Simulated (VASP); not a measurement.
The system is Mo.

```xyz
1
Lattice="2.5629 0.0000 0.0000 0.0000 2.5629 0.0000 0.0000 0.0000 2.5629" Properties=species:S:1:pos:R:3 pbc="T T T"
Mo    0.0000    0.0000    0.0000
```

* Program: VASP 6.6.1
* Task: relaxation of cell and atoms
* Functional: BLYP
* Potentials or basis: VASP PAW PBE potentials, release 64 (Mo_sv)
* Cutoff: 600 eV
* k mesh: 12 × 12 × 12
* Occupations: fermi-dirac, width 0.1 eV
* Spin: no spin polarisation

At the start: pressure 19.9 GPa; volume 16.83 Å³/atom.

Problem. How do energy, volume and symmetry change on relaxing?

Solution. Over 18 steps the energy falls by 96.8 meV/atom and the volume is 18.52 Å³/atom (+10.0 %); space group Pm-3m (No. 221, to 0.05 Å).

The path:
| step | energy change (eV) | largest force (eV/Å) | pressure (GPa) | volume (Å³) |
| --- | --- | --- | --- | --- |
| 1 | 0.0000 | 0.0000 | 19.87 | 16.83 |
| 2 | 0.2162 | 0.0000 | -21.49 | 22.45 |
| 3 | -0.0965 | 0.0000 | -0.94 | 18.64 |
| 4 | -0.0968 | 0.0000 | -0.17 | 18.54 |
| 5 | -0.0968 | 0.0000 | 0.16 | 18.51 |
| 6 | -0.0968 | 0.0000 | 0.18 | 18.51 |
| 7 | -0.0968 | 0.0000 | 0.20 | 18.51 |
| 8 | -0.0968 | 0.0000 | 0.15 | 18.51 |
| 9 | -0.0968 | 0.0000 | 0.15 | 18.51 |
| 10 | -0.0968 | 0.0000 | 0.15 | 18.51 |
| 11 | -0.0968 | 0.0000 | 0.15 | 18.51 |
| 12 | -0.0968 | 0.0000 | 0.15 | 18.51 |
| 13 | -0.0968 | 0.0000 | 0.15 | 18.51 |
| 14 | -0.0968 | 0.0000 | 0.16 | 18.51 |
| 15 | -0.0968 | 0.0000 | 0.17 | 18.51 |
| 16 | -0.0968 | 0.0000 | 0.13 | 18.51 |
| 17 | -0.0968 | 0.0000 | 0.11 | 18.52 |
| 18 | -0.0968 | 0.0000 | 0.05 | 18.52 |

Final structure:
```
CELL_PARAMETERS angstrom
2.64587 0.00000 0.00000
0.00000 2.64587 0.00000
0.00000 0.00000 2.64587
ATOMIC_POSITIONS crystal
Mo 0.00000 0.00000 0.00000
```

Caveat: the PAW data sets were made with another functional, which shifts forces and pressure a little.
